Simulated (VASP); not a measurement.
# TaSi2 (I4/mmm) in VASP: further runs, part 2 of 2

VASP 6.6.1. Earlier steps stand in the parts before.

## 3. Single point, PBE

File INCAR:

```
ALGO = Normal
EDIFF = 1E-6
ENCUT = 500
GGA = PE
GGA_COMPAT = False
ISIF = 2
ISMEAR = 0
LASPH = True
LCHARG = False
LREAL = False
LWAVE = False
NBANDS = 16
NELM = 120
PREC = Accurate
SIGMA = 0.2
```

File KPOINTS:

```
k-points
0
Gamma
  7 7 7
```

File POSCAR:

```
TaSi2
1.0
   -1.6452566928      1.6452566928      4.0938801788
    1.6452566928     -1.6452566928      4.0938801788
    1.6452566928      1.6452566928     -4.0938801788
Ta Si
1 2
Direct
    0.0000000000      0.0000000000      0.0000000000
    0.6676264853      0.6676264853      0.0000000000
    0.3323735147      0.3323735147      0.0000000000
```

Potentials or basis: VASP PAW PBE potentials, release 64 (Ta_pv, Si).

The run is started by

```bash
$ cat potpaw_PBE.64/Ta_pv/POTCAR potpaw_PBE.64/Si/POTCAR > POTCAR
$ mpirun -np 1 vasp_std > vasp.out
```

Wall time 27 s (1 thread of AMD EPYC 9R45 (Zen 5), shared host); peak memory 0.18 GiB.

The run converged. Its results:

```yaml
Free_energy: -23.8775 eV
Pressure: 0.1 GPa
Largest_force: 0.026 eV/Å
Band_gap_on_the_k_mesh: zero (an odd number of electrons rules out a gap without spin polarisation)
```

Forces in eV/Å, atoms in the order of the input:
```
Ta   0.000  0.000  0.000
Si   0.000  0.000  0.026
Si   0.000  0.000 -0.026
```

Levels at points of the mesh, in eV from the Fermi level:
```tsv
k point	band 6	band 7	band 8	band 9	band 10	band 11	band 12	band 13
(0.00, 0.00, 0.00)	-3.33	-1.67	-1.58	-1.58	2.44	3.05	3.78	3.90
```

Caveat: spin-orbit coupling is left out, which moves the levels of the heavy elements.

## 4. Single point, PBE

File INCAR:

```
ALGO = Normal
EDIFF = 1E-7
ENCUT = 520
GGA = PE
ISIF = 2
ISMEAR = 0
LASPH = True
LCHARG = False
LREAL = False
LWAVE = False
NBANDS = 16
NELM = 60
PREC = Accurate
SIGMA = 0.2
```

File KPOINTS:

```
k-points
0
Gamma
  8 8 8
```

File POSCAR:

```
TaSi2
1.0
   -1.6422717182      1.6422717182      4.1065697599
    1.6422717182     -1.6422717182      4.1065697599
    1.6422717182      1.6422717182     -4.1065697599
Ta Si
1 2
Direct
    0.0000000000      0.0000000000      0.0000000000
    0.3321484918      0.3321484918      0.0000000000
    0.6678515082      0.6678515082      0.0000000000
```

The run is started by

```bash
$ cat potpaw_PBE.64/Ta_pv/POTCAR potpaw_PBE.64/Si/POTCAR > POTCAR
$ mpirun -np 1 vasp_std > vasp.out
```

Wall time 54 s (1 thread of Intel Xeon 6975P-C (Granite Rapids), shared host); peak memory 0.22 GiB.

Results (log left out):

* Free energy: -23.8782 eV
* Pressure: 0.0 GPa
* Largest force: 0.075 eV/Å
* Band gap on the k mesh: zero (an odd number of electrons rules out a gap without spin polarisation)

Forces in eV/Å, atoms in the order of the input:
```
Ta   0.000  0.000  0.000
Si   0.000  0.000 -0.075
Si   0.000  0.000  0.075
```

Stress tensor (GPa, compression positive):
```
 0.07  0.00  0.00
 0.00  0.07  0.00
 0.00  0.00 -0.02
```

Levels at points of the mesh, in eV from the Fermi level:
```tsv
k point	band 5	band 6	band 7	band 8	band 9	band 10	band 11	band 12	band 13	band 14
(0.00, 0.00, 0.00)	-5.41	-3.32	-1.62	-1.49	-1.49	2.54	3.16	3.85	4.01	4.01
(0.50, 0.00, 0.00)	-8.61	-4.41	-3.72	-1.32	-1.13	1.25	3.42	4.31	4.52	5.28
(0.50, 0.50, 0.00)	-5.63	-4.81	-4.77	-3.72	-1.91	-0.57	2.96	4.59	4.90	4.91
(0.50, 0.50, 0.50)	-9.48	-2.13	-1.17	0.08	0.08	1.03	1.03	2.72	4.36	4.86
```

Caveat: spin-orbit coupling is left out, which moves the levels of the heavy elements.

## 5. Relaxation of cell and atoms, PBE

This run uses another cell than the first one, of 14.97 Å³/atom.

File INCAR:

```
PREC = Accurate ; ENCUT = 600
EDIFF = 1E-6 ; ISMEAR = 0
SIGMA = 0.2 ; LREAL = F
LASPH = T ; NELM = 80
ALGO = Normal ; ISIF = 3
LWAVE = F ; LCHARG = F
GGA = PE ; IBRION = 2
NSW = 36 ; EDIFFG = -0.08
```

File KPOINTS:

```
Automatic mesh
0
Gamma
  8 8 8
```

File POSCAR:

```
TaSi2
1.0
   -1.6600000000      1.6600000000      4.0750000000
    1.6600000000     -1.6600000000      4.0750000000
    1.6600000000      1.6600000000     -4.0750000000
Ta Si
1 2
Direct
    0.0000000000      0.0000000000      0.0000000000
    0.3333000000      0.3333000000      0.0000000000
    0.6667000000      0.6667000000      0.0000000000
```

The run is started by

```bash
$ cat potpaw_PBE.64/Ta_pv/POTCAR potpaw_PBE.64/Si/POTCAR > POTCAR
$ mpirun -np 1 vasp_std > vasp.out
```

It took 3.7 min on 1 thread of Intel Xeon 6975P-C (Granite Rapids), shared host; peak memory 0.27 GiB.

It converged, with:

| Quantity | Value |
| --- | --- |
| Free energy | -23.8792 eV |
| Relaxed volume | 14.77 Å³/atom |
| Relaxed cell | a = 4.720 Å, b = 4.720 Å, c = 4.720 Å, α = 139.28°, β = 139.28°, γ = 58.94° |
| Space group after relaxing (to 0.1 Å) | I4/mmm (No. 139) |
| Energy gained by relaxing | 4.5 meV/atom |
| Ionic steps | 6 |
| Pressure after relaxing | -0.1 GPa |
| Largest force after relaxing | 0.028 eV/Å |
| Band gap on the k mesh | zero (an odd number of electrons rules out a gap without spin polarisation) |

Forces on the atoms (eV/Å):
```
Ta   0.000  0.000  0.000
Si   0.000  0.000 -0.028
Si   0.000  0.000  0.028
```

Stress tensor (GPa, compression positive):
```
 0.00  0.00  0.00
 0.00  0.00  0.00
 0.00  0.00 -0.16
```

The path:
```csv
step,energy change (eV),largest force (eV/Å),pressure (GPa),volume (Å³)
1,0.0000,0.0889,-1.94,44.92
2,-0.0072,0.1762,2.51,43.74
3,-0.0107,0.1452,0.84,44.16
4,-0.0125,0.0741,-0.52,44.43
5,-0.0127,0.0906,-0.19,44.36
6,-0.0135,0.0283,-0.06,44.31
```

Final structure:
```
Ta Si
1.0
    -1.64197    1.64197    4.10902
     1.64197   -1.64197    4.10902
     1.64197    1.64197   -4.10902
Ta Si
1 2
Direct
  0.00000 0.00000 0.00000
  0.33165 0.33165 0.00000
  0.66835 0.66835 0.00000
```

Levels at points of the mesh, in eV from the Fermi level:
| k point | band 6 | band 7 | band 8 | band 9 | band 10 | band 11 | band 12 | band 13 |
| --- | --- | --- | --- | --- | --- | --- | --- | --- |
| (0.00, 0.00, 0.00) | -3.33 | -1.61 | -1.50 | -1.50 | 2.55 | 3.14 | 3.83 | 4.04 |
| (0.50, 0.00, 0.00) | -4.41 | -3.71 | -1.33 | -1.11 | 1.25 | 3.41 | 4.33 | 4.52 |
| (0.50, 0.50, 0.00) | -4.82 | -4.79 | -3.73 | -1.91 | -0.55 | 2.93 | 4.58 | 4.88 |
| (0.50, 0.50, 0.50) | -2.12 | -1.19 | 0.07 | 0.07 | 1.03 | 1.03 | 2.73 | 4.34 |

Caveat: spin-orbit coupling is left out, which moves the levels of the heavy elements.

## 6. Single point, PBE

File INCAR:

```
ALGO     = Normal         # electronic algorithm
EDIFF    = 1E-6           # SCF threshold, eV
ENCUT    = 520            # plane-wave cutoff, eV
GGA      = PE             # functional
ISIF     = 2              # what is computed and relaxed
ISMEAR   = 0              # smearing method
LASPH    = T              # aspherical terms in the spheres
LCHARG   = F              # write CHGCAR
LREAL    = F              # projectors in reciprocal space
LWAVE    = F              # write WAVECAR
NBANDS   = 16             # bands
NELM     = 100            # most SCF steps
PREC     = Accurate       # precision mode
SIGMA    = 0.1            # smearing width, eV
```

File KPOINTS:

```
k-points
0
Gamma
  16 16 16
```

File POSCAR:

```
TaSi2
1.0
   -1.6418268443      1.6418268443      4.1060007275
    1.6418268443     -1.6418268443      4.1060007275
    1.6418268443      1.6418268443     -4.1060007275
Ta Si
1 2
Direct
    0.0000000000      0.0000000000      0.0000000000
    0.3317569211      0.3317569211      0.0000000000
    0.6682430789      0.6682430789      0.0000000000
```

Potentials or basis: VASP PAW PBE potentials, release 64 (Ta_pv, Si).

The run is started by

```bash
$ cat potpaw_PBE.64/Ta_pv/POTCAR potpaw_PBE.64/Si/POTCAR > POTCAR
$ mpirun -np 1 vasp_std > vasp.out
```

Run time: 4.2 min. Hardware: 1 thread of Intel Xeon 6975P-C (Granite Rapids), shared host; peak memory 0.38 GiB.

Results (log left out):

```yaml
Free_energy: -23.8751 eV
Pressure: 0.1 GPa
Largest_force: 0.003 eV/Å
Band_gap_on_the_k_mesh: zero (an odd number of electrons rules out a gap without spin polarisation)
```

Forces on the atoms (eV/Å):
```
Ta   0.000  0.000  0.000
Si   0.000  0.000 -0.003
Si   0.000  0.000  0.003
```

Levels at points of the mesh, in eV from the Fermi level:
```
           k point  band 5  band 6  band 7  band 8  band 9  band 10  band 11  band 12  band 13  band 14
(0.00, 0.00, 0.00)   -5.39   -3.31   -1.60   -1.49   -1.49     2.56     3.15     3.84     4.05     4.05
(0.50, 0.00, 0.00)   -8.60   -4.40   -3.71   -1.32   -1.11     1.25     3.41     4.34     4.53     5.29
(0.50, 0.50, 0.00)   -5.64   -4.81   -4.78   -3.72   -1.90    -0.55     2.95     4.60     4.90     4.93
(0.50, 0.50, 0.50)   -9.46   -2.12   -1.19    0.08    0.08     1.04     1.04     2.74     4.36     4.88
```

Caveat: spin-orbit coupling is left out, which moves the levels of the heavy elements.

## 7. The runs side by side

```csv
task,cell,k mesh,cutoff (eV),smearing,gap on the mesh (eV),pressure (GPa),largest force (eV/Å)
single point,"a = 4.712 Å, angles 139.2, 139.2, 59.1°, 3 atoms, atomic positions A",6 × 6 × 6,500,gaussian 0.2 eV,none,0.2,-
single point,"a = 4.709 Å, angles 139.1, 139.1, 59.2°, 3 atoms, atomic positions A",7 × 7 × 7,500,gaussian 0.2 eV,none,0.1,0.03
single point,"a = 4.718 Å, angles 139.3, 139.3, 59.0°, 3 atoms, atomic positions A",8 × 8 × 8,520,gaussian 0.2 eV,none,0.0,0.07
relaxation of cell and atoms,"relaxed from a = 4.703 Å, angles 138.7, 138.7, 59.9°, 3 atoms, atomic positions B",8 × 8 × 8,600,gaussian 0.2 eV,none,-0.1,0.03
single point,"a = 4.717 Å, angles 139.3, 139.3, 59.0°, 3 atoms, atomic positions A",16 × 16 × 16,520,gaussian 0.1 eV,none,0.1,-
```

Alike in all rows: level PBE; potentials or basis VASP PAW PBE potentials, release 64 (Ta_pv, Si); no spin polarisation.

Caveats: spin-orbit coupling is left out, which moves the levels of the heavy elements.

Total energies depend on the potentials used, so only differences within one code and one set of settings carry meaning.
